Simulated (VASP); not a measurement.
# NaF in VASP: notebook

The runs below take NaF through single point, with PBEsol.

All numbers are computed with VASP 6.6.1; they aren't measurements. Logs are shortened: lines on timing, memory, paths and dates and some standing lists are left out, and cuts for length are marked.

### Step 1. The cell of the first run

It takes space group Fm-3m (No. 225, cubic). Conventional cell: a = 4.763 Å, b = 4.763 Å, c = 4.763 Å, α = 90.00°, β = 90.00°, γ = 90.00°. Na (site symmetry m-3m) has 6 F at 2.38 Å within 3.1 Å. F (site symmetry m-3m) has 6 Na at 2.38 Å within 3.1 Å.

### Step 2. Single point, PBEsol (strain +0.025 along x and y, +0.025 along z)

INCAR reads:

```
  PREC = Accurate
  ENCUT = 520
  EDIFF = 1E-7
  ISMEAR = 0
  SIGMA = 0.05
  LREAL = F
  LASPH = T
  NELM = 80
  ALGO = Normal
  ISIF = 2
  LWAVE = F
  LCHARG = F
  GGA = PS
  NBANDS = 14
```

KPOINTS reads:

```
Automatic mesh
0
Gamma
  8 8 8
```

POSCAR reads:

```
NaF
1.0
    0.0000000000      2.3813825000      2.3813825000
    2.3813825000      0.0000000000      2.3813825000
    2.3813825000      2.3813825000      0.0000000000
Na F
1 1
Direct
    0.0000000000      0.0000000000      0.0000000000
    0.5000000000      0.5000000000      0.5000000000
```

Potentials or basis: VASP PAW PBE potentials, release 64 (Na_pv, F).

Started as:

```console
cat potpaw_PBE.64/Na_pv/POTCAR potpaw_PBE.64/F/POTCAR > POTCAR
mpirun -np 1 vasp_std > vasp.out
```

OUTCAR:

```text
PREC = Accurate
   ENCUT = 520
   EDIFF = 1E-7
   ISMEAR = 0
   LREAL = F
   LASPH = T
   NELM = 80
   ISIF = 2
   GGA = PS

 ion  position               nearest neighbor table
   1  0.000  0.000  0.000-
   2  0.500  0.500  0.500-

  LATTYP: Found a face centered cubic cell.
 ALAT       =     4.7627650000

  Lattice vectors:

 A1 = (   0.0000000000,   2.3813825000,   2.3813825000)
 A2 = (   2.3813825000,   0.0000000000,   2.3813825000)
 A3 = (   2.3813825000,   2.3813825000,   0.0000000000)

Analysis of symmetry for initial positions (statically):
=====================================================================
 Subroutine PRICEL returns:
 Original cell was already a primitive cell.

 Routine SETGRP: Setting up the symmetry group for a
 face centered cubic supercell.

 Subroutine GETGRP returns: Found 48 space group operations
 (whereof 48 operations were pure point group operations)
 out of a pool of 48 trial point group operations.

The static configuration has the point symmetry O_h .

Analysis of symmetry for dynamics (positions and initial velocities):
=====================================================================
 Subroutine PRICEL returns:
 Original cell was already a primitive cell.

 Routine SETGRP: Setting up the symmetry group for a
 face centered cubic supercell.

 Subroutine GETGRP returns: Found 48 space group operations
 (whereof 48 operations were pure point group operations)
 out of a pool of 48 trial point group operations.

The dynamic configuration has the point symmetry O_h .

 Subroutine INISYM returns: Found 48 space group operations
 (whereof 48 operations are pure point group operations),
 and found     1 'primitive' translations

----------------------------------------------------------------------------------------

                                     Primitive cell

  volume of cell :      27.0096

  direct lattice vectors                    reciprocal lattice vectors
     0.000000000  2.381382500  2.381382500    -0.209962070  0.209962070  0.209962070
     2.381382500  0.000000000  2.381382500     0.209962070 -0.209962070  0.209962070
     2.381382500  2.381382500  0.000000000     0.209962070  0.209962070 -0.209962070

  length of vectors
     3.367783429  3.367783429  3.367783429     0.363664974  0.363664974  0.363664974

  position of ions in fractional coordinates (direct lattice)
     0.000000000  0.000000000  0.000000000
     0.500000000  0.500000000  0.500000000

  ion indices of the primitive-cell ions
   primitive index   ion index
                 1           1
                 2           2

----------------------------------------------------------------------------------------

 KPOINTS: Automatic mesh

Automatic generation of k-mesh.
 Grid dimensions read from file:
 generate k-points for:    8    8    8

 Generating k-lattice:

  Cartesian coordinates                     Fractional coordinates (reciprocal lattice)
    -0.026245259  0.026245259  0.026245259     0.125000000  0.000000000  0.000000000
     0.026245259 -0.026245259  0.026245259     0.000000000  0.125000000  0.000000000
     0.026245259  0.026245259 -0.026245259     0.000000000  0.000000000  0.125000000

  Length of vectors
     0.045458122  0.045458122  0.045458122

  Shift w.r.t. Gamma in fractional coordinates (k-lattice)
     0.000000000  0.000000000  0.000000000

 Subroutine IBZKPT returns following result:
 ===========================================

 Found     29 irreducible k-points:

 Following reciprocal coordinates:
            Coordinates               Weight
  0.000000  0.000000  0.000000      1.000000
  0.125000  0.000000  0.000000      8.000000
  0.250000  0.000000  0.000000      8.000000
  0.375000  0.000000  0.000000      8.000000
  0.500000  0.000000  0.000000      4.000000
  0.125000  0.125000  0.000000      6.000000
[... 16 lines left out ...]
  0.500000  0.250000  0.125000     48.000000
 -0.375000  0.250000  0.125000     24.000000
 [... further k-points ...]
   k-points           NKPTS =     29   k-points in BZ     NKDIM =     29   number of bands    NBANDS=     14
   number of dos      NEDOS =    301   number of ions     NIONS =      2
   total plane-waves  NPLWV =  21952
   dimension x,y,z NGX =    28 NGY =   28 NGZ =   28
   dimension x,y,z NGXF=    56 NGYF=   56 NGZF=   56
   ions per type =               1   1
   NGX,Y,Z   is equivalent  to a cutoff of  13.82, 13.82, 13.82 a.u.
   NGXF,Y,Z  is equivalent  to a cutoff of  27.64, 27.64, 27.64 a.u.
 SYSTEM =  unknown system
   PREC   = accura    normal or accurate (medium, high low for compatibility)
   ISTART =      0    job   : 0-new  1-cont  2-samecut
   ICHARG =      2    charge: 1-file 2-atom 10-const
   ISPIN  =      1    spin polarized calculation?
   LNONCOLLINEAR =      F non collinear calculations
   LSORBIT =      F    spin-orbit coupling
   LASPH  =      T    aspherical Exc in radial PAW
   ENCUT  =  520.0 eV  38.22 Ry    6.18 a.u.   6.26  6.26  6.26*2*pi/ulx,y,z
   NELM   =     80;   NELMIN=  2; NELMDL= -5     # of ELM steps
   EDIFF  = 0.1E-06   stopping-criterion for ELM
   LREAL  =      F    real-space projection
   EDIFFG = 0.1E-05   stopping-criterion for IOM
   NSW    =      0    number of steps for IOM
   IBRION =     -1    ionic relax: 0-MD 1-quasi-New 2-CG
   NFREE  =      0    steps in history (QN), initial steepest desc. (CG)
   ISIF   =      2    stress and relaxation
   ISYM   =      2    0-nonsym 1-usesym 2-fastsym
   POTIM  = 0.5000    time-step for ionic-motion
   TEBEG  =    0.0;   TEEND  =   0.0 temperature during run
   PSTRESS=    0.0 pullay stress
   NELECT =      14.0000    total number of electrons
   NUPDOWN=      -1.0000    fix difference up-down
   EMIN   =  10.00;   EMAX   =-10.00  energy-range for DOS
   EFERMI =   0.00;   METHOD = LEGACY
   ISMEAR =     0;   SIGMA  =   0.05  broadening in eV -4-tet -1-fermi 0-gaus
   EFERMI_NEDOS =   21; number of points for ismear=-14 and -15
   IALGO  =     38    algorithm
   IMIX   =      4    mixing-type and parameters
     AMIX     =   0.40;   BMIX     =  1.00
     AMIX_MAG =   1.60;   BMIX_MAG =  1.00
  volume/ion in A,a.u.               =      13.50        91.13
  Fermi-wavevector in a.u.,A,eV,Ry     =   1.315058  2.485100 23.529622  1.729378
  Thomas-Fermi vector in A             =   2.445268
   LORBIT       =      0    0 simple, 1 ext, 2 COOP (PROOUT), +10 PAW based schemes
   GGA     = PS    functional components
   LHFCALC =     F    Hartree Fock is set to
   AEXX    =    0.0000 exact exchange contribution
   IVDW    =     0    specifies the selected vdW correction
   LEPSILON=     F    determine dielectric tensor
   LRPA    =     F    only Hartree local field effects (RPA)
 non-spin polarized calculation
 Gauss-broadening in eV      SIGMA  =   0.05
  energy-cutoff  :      520.00
  volume of cell :       27.01
 maximum number of plane-waves:       740
 NGX is ok and might be reduce to    28
   NGX = 13   NGY = 13   NGZ = 13

 number of electron      13.9999986 magnetization

 Free energy of the ion-electron system (eV)
  ---------------------------------------------------
  ext. energy  EPLUGINS =         0.00000000
  ---------------------------------------------------
  free energy    TOTEN  =        -8.74610777 eV

  energy without entropy =       -8.74610777  energy(sigma->0) =       -8.74610777

 E-fermi :  -2.2949     XC(G=0):  -8.9293

 val. band max:       -2.5036975747   @ k =   0.0000   0.0000   0.0000
 cond. band min:       3.2541694707   @ k =   0.0000   0.0000   0.0000
 fundamental gap:      5.7578670454
 Fermi energy:        -2.2949057511

 k-point     1 :       0.0000    0.0000    0.0000
  band No.  band energies     occupation
      1     -21.5269      2.00000
      2     -21.5269      2.00000
      3     -21.5269      2.00000
      4     -21.4309      2.00000
      5      -2.5037      2.00000
      6      -2.5037      2.00000
      7      -2.5037      2.00000
      8       3.2542      0.00000
      9      15.7665      0.00000
     10      15.7665      0.00000
     11      15.7665      0.00000
     12      18.2866      0.00000
     13      20.5800      0.00000
     14      20.5800      0.00000

 k-point     2 :       0.1250    0.0000    0.0000
  band No.  band energies     occupation
      1     -21.7429      2.00000
      2     -21.5284      2.00000
      3     -21.5284      2.00000
      4     -21.1981      2.00000
      5      -2.7752      2.00000
      6      -2.5364      2.00000
      7      -2.5364      2.00000
      8       3.7730      0.00000
      9      14.0274      0.00000
     10      15.9700      0.00000
     11      15.9700      0.00000
     12      19.9329      0.00000
     13      19.9329      0.00000
     14      20.0512      0.00000

 k-point     3 :       0.2500    0.0000    0.0000
  band No.  band energies     occupation
      1     -21.9491      2.00000
      2     -21.5320      2.00000
      3     -21.5319      2.00000
      4     -20.9515      2.00000
      5      -3.3234      2.00000
      6      -2.6143      2.00000
      7      -2.6143      2.00000
      8       5.0324      0.00000
      9      11.9421      0.00000
     10      16.3939      0.00000
     11      16.3939      0.00000
     12      19.2482      0.00000
     13      19.2482      0.00000
     14      20.5060      0.00000

 k-point     4 :       0.3750    0.0000    0.0000
  band No.  band energies     occupation
      1     -22.0820      2.00000
      2     -21.5355      2.00000
      3     -21.5355      2.00000
      4     -20.7776      2.00000
      5      -3.7784      2.00000
      6      -2.6909      2.00000
      7      -2.6909      2.00000
      8       6.5583      0.00000
      9      10.2258      0.00000
     10      16.6091      0.00000
     11      16.6091      0.00000
     12      19.1988      0.00000
     13      19.1988      0.00000
     14      20.1130      0.00000

 k-point     5 :       0.5000    0.0000    0.0000
  band No.  band energies     occupation
      1     -22.1274      2.00000
      2     -21.5370      2.00000
      3     -21.5370      2.00000
      4     -20.7144      2.00000
      5      -3.9486      2.00000
      6      -2.7222      2.00000
      7      -2.7222      2.00000
      8       7.6238      0.00000
      9       9.1632      0.00000
     10      16.6163      0.00000
     11      16.6163      0.00000
[... 276 lines left out ...]
 k-point    22 :       0.3750    0.2500    0.1250
  band No.  band energies     occupation
      1     -21.9404      2.00000
      2     -21.5551      2.00000
      3     -21.5384      2.00000
      4     -20.9269      2.00000
      5      -3.4456      2.00000
      6      -2.7952      2.00000
      7      -2.6897      2.00000
      8       6.0086      0.00000
      9      11.4433      0.00000
     10      14.8249      0.00000
     11      16.4320      0.00000
     12      17.0337      0.00000
     13      20.7339      0.00000
     14      23.2740      0.00000

 k-point    23 :       0.5000    0.2500    0.1250
  band No.  band energies     occupation
      1     -21.9820      2.00000
      2     -21.5666      2.00000
      3     -21.5457      2.00000
      4     -20.8530      2.00000
      5      -3.6302      2.00000
      6      -2.9572      2.00000
      7      -2.7662      2.00000
      8       7.4399      0.00000
      9      10.3962      0.00000
     10      13.9465      0.00000
     11      15.7345      0.00000
     12      18.0926      0.00000
     13      20.0338      0.00000
     14      23.8635      0.00000

 k-point    24 :      -0.3750    0.2500    0.1250
  band No.  band energies     occupation
      1     -21.9972      2.00000
      2     -21.5692      2.00000
      3     -21.5511      2.00000
      4     -20.8242      2.00000
      5      -3.6955      2.00000
      6      -3.0258      2.00000
      7      -2.8010      2.00000
      8       8.5925      0.00000
      9       9.4343      0.00000
     10      13.6829      0.00000
     11      15.4294      0.00000
     12      18.6327      0.00000
     13      19.6249      0.00000
     14      24.1321      0.00000

 [... further k-points ...]
[... 5 lines left out ...]
  --------------------------------------------------------------------------------------
  -------------------------------------------------------------------------------------
  Total       -0.5852220     -0.5852220     -0.5852220      0.0000000      0.0000000      0.0000000
  in kB      -34.7147270    -34.7147270    -34.7147270      0.0000000      0.0000000      0.0000000
  external PRESSURE =     -34.7147270 kB  Pullay stress =       0.0000000 kB

 VOLUME and BASIS-vectors are now :
 -----------------------------------------------------------------------------
  energy-cutoff  :      520.00
  volume of cell :       27.01
      direct lattice vectors                 reciprocal lattice vectors
     0.000000000  2.381382500  2.381382500    -0.209962070  0.209962070  0.209962070
     2.381382500  0.000000000  2.381382500     0.209962070 -0.209962070  0.209962070
     2.381382500  2.381382500  0.000000000     0.209962070  0.209962070 -0.209962070

 POSITION                                       TOTAL-FORCE (eV/Angst)
 -----------------------------------------------------------------------------------
      0.00000      0.00000      0.00000        -0.000000      0.000000      0.000000
      2.38138      2.38138      2.38138         0.000000     -0.000000     -0.000000
 -----------------------------------------------------------------------------------
    total drift:                                0.000000      0.000000      0.000000

  FREE ENERGIE OF THE ION-ELECTRON SYSTEM (eV)
  ---------------------------------------------------
  free  energy   TOTEN  =        -8.7461077715 eV

  energy  without entropy=       -8.7461077715  energy(sigma->0) =       -8.74610777
```

Wall time 8.5 s (1 thread of Intel Xeon Platinum 8375C at 2.90GHz (Ice Lake), shared host); peak memory 0.15 GiB.

Results:

* Free energy: -8.7461 eV
* Pressure: -3.5 GPa
* Band gap on the k mesh: 5.76 eV, direct

Levels at points of the mesh, in eV from the valence-band top:
```csv
k point,band 4,band 5,band 6,band 7,band 8,band 9,band 10,band 11
"(0.00, 0.00, 0.00)",-18.93,0.00,0.00,0.00,5.76,18.27,18.27,18.27
"(0.50, 0.00, 0.00)",-18.21,-1.44,-0.22,-0.22,10.13,11.67,19.12,19.12
"(0.50, 0.50, 0.00)",-18.72,-1.17,-0.37,-0.37,12.33,12.76,12.82,18.62
```

Caveat: the cell differs from its parent crystal (strain +0.025 along x and y, +0.025 along z); the PAW data sets were made with another functional, which shifts forces and pressure a little.

### Step 3. Single point, PBEsol (strain +0.050 along x and y, +0.050 along z)

INCAR reads:

```
SYSTEM = NaF
PREC = Accurate
ENCUT = 520
EDIFF = 1E-6
ISMEAR = 0
SIGMA = 0.05
LREAL = .False.
LASPH = .True.
NELM = 80
ALGO = Normal
ISIF = 2
LWAVE = .False.
LCHARG = .False.
GGA = PS
NBANDS = 14
```

KPOINTS reads:

```
Automatic mesh
0
Gamma
  8 8 8
  0 0 0
```

POSCAR reads:

```
NaF
1.0
    0.0000000000      2.4394650000      2.4394650000
    2.4394650000      0.0000000000      2.4394650000
    2.4394650000      2.4394650000      0.0000000000
Na F
1 1
Direct
    0.0000000000      0.0000000000      0.0000000000
    0.5000000000      0.5000000000      0.5000000000
```

Potentials or basis: VASP PAW PBE potentials, release 64 (Na_pv, F).

Started as:

```console
cat potpaw_PBE.64/Na_pv/POTCAR potpaw_PBE.64/F/POTCAR > POTCAR
mpirun -np 1 vasp_std > vasp.out
```

Wall time 8.7 s (1 thread of Intel Xeon Platinum 8375C at 2.90GHz (Ice Lake), shared host); peak memory 0.14 GiB.

The run converged. Its results:

```
Free energy            : -8.6919 eV
Pressure               : -5.5 GPa
Band gap on the k mesh : 5.44 eV, direct
```

Levels at points of the mesh, in eV from the valence-band top:
```csv
k point,band 3,band 4,band 5,band 6,band 7,band 8,band 9,band 10,band 11,band 12
"(0.00, 0.00, 0.00)",-19.26,-18.83,0.00,0.00,0.00,5.44,17.77,17.77,17.77,20.15
"(0.50, 0.00, 0.00)",-19.27,-18.34,-1.31,-0.19,-0.19,9.73,11.11,18.39,18.39,21.03
"(0.50, 0.50, 0.00)",-19.29,-18.66,-1.07,-0.34,-0.34,11.79,12.12,12.57,17.77,17.77
```

Caveat: the cell differs from its parent crystal (strain +0.050 along x and y, +0.050 along z); the PAW data sets were made with another functional, which shifts forces and pressure a little. A k mesh can miss the band edges.

### Step 4. Single point, PBEsol (strain -0.050 along x and y, -0.025 along z)

INCAR reads:

```
ALGO     = Normal         # electronic algorithm
EDIFF    = 1E-6           # SCF threshold, eV
ENCUT    = 520            # plane-wave cutoff, eV
GGA      = PS             # functional
ISIF     = 2              # what is computed and relaxed
ISMEAR   = 0              # smearing method
LASPH    = True           # aspherical terms in the spheres
LCHARG   = False          # write CHGCAR
LREAL    = False          # projectors in reciprocal space
LWAVE    = False          # write WAVECAR
NBANDS   = 14             # bands
NELM     = 60             # most SCF steps
PREC     = Accurate       # precision mode
SIGMA    = 0.05           # smearing width, eV
```

KPOINTS reads:

```
k-points
0
Gamma
  8 8 8
```

POSCAR reads:

```
NaF
1.0
    0.0000000000      2.2071350000      2.2652175000
    2.2071350000      0.0000000000      2.2652175000
    2.2071350000      2.2071350000      0.0000000000
Na F
1 1
Direct
    0.0000000000      0.0000000000      0.0000000000
    0.5000000000      0.5000000000      0.5000000000
```

Started as:

```console
cat potpaw_PBE.64/Na_pv/POTCAR potpaw_PBE.64/F/POTCAR > POTCAR
mpirun -np 1 vasp_std > vasp.out
```

Wall time 8.2 s (1 thread of Intel Xeon Platinum 8375C at 2.90GHz (Ice Lake), shared host); peak memory 0.14 GiB.

It converged, with:

```yaml
Free_energy: -8.7017 eV
Pressure: 7.7 GPa
Band_gap_on_the_k_mesh: 6.83 eV, direct
```

Stress tensor (GPa, compression positive):
```
8.91 0.00 0.00
0.00 8.91 0.00
0.00 0.00 5.14
```

Levels at points of the mesh, in eV from the valence-band top:
| k point | band 3 | band 4 | band 5 | band 6 | band 7 | band 8 | band 9 | band 10 | band 11 | band 12 |
| --- | --- | --- | --- | --- | --- | --- | --- | --- | --- | --- |
| (0.00, 0.00, 0.00) | -18.43 | -18.43 | -0.01 | 0.00 | 0.00 | 6.83 | 19.54 | 19.75 | 19.75 | 22.63 |
| (0.50, 0.00, 0.00) | -18.44 | -17.66 | -1.91 | -0.35 | -0.32 | 11.34 | 13.36 | 21.03 | 21.55 | 24.06 |
| (0.50, 0.50, 0.00) | -18.51 | -18.51 | -1.54 | -0.44 | -0.44 | 13.65 | 13.75 | 14.69 | 21.45 | 21.45 |
| (0.50, 0.00, 0.50) | -18.53 | -18.52 | -1.47 | -0.51 | -0.48 | 13.38 | 14.11 | 14.77 | 20.99 | 21.28 |

Caveat: the cell differs from its parent crystal (strain -0.050 along x and y, -0.025 along z); the PAW data sets were made with another functional, which shifts forces and pressure a little.

(Part 1 of 2 ends here.)
